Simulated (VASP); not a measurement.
A run of VASP 6.6.1:

The input INCAR:

```
SYSTEM = Ge
ALGO = Normal
EDIFF = 1E-7
ENCUT = 520
GGA = PE
ISIF = 2
ISMEAR = 0
LASPH = .True.
LCHARG = .True.
LELF = .True.
LREAL = .False.
LVHAR = .True.
LWAVE = .False.
NBANDS = 36
NELM = 100
PREC = Accurate
SIGMA = 0.1
```

The input KPOINTS:

```
k-points
0
Gamma
  12 12 8
  0 0 0
```

The input POSCAR:

```
Ge
1.0
    4.0581567082      0.0000000000      0.0000000000
   -2.0290783541      3.5144668018      0.0000000000
    0.0000000000      0.0000000000      6.6925281911
Ge
4
Direct
    0.6666666667      0.3333333333      0.0627911807
    0.3333333333      0.6666666667      0.5627911807
    0.6666666667      0.3333333333      0.4372088193
    0.3333333333      0.6666666667      0.9372088193
```

Potentials or basis: VASP PAW PBE potentials, release 64 (Ge_d).

Command:

```sh
$ cat potpaw_PBE.64/Ge_d/POTCAR > POTCAR
$ mpirun -np 1 vasp_std > vasp.out
```

Hardware: 1 thread of AMD EPYC 7R43 64-Core Processor (Zen 3) (shared host).

Problem. Estimate the wall time of this run.

Solution. Wall time 6.1 min on 1 thread of AMD EPYC 7R43 64-Core Processor (Zen 3) (shared host), peak memory 0.32 GiB. Counts: scf iterations 14, k points 95.
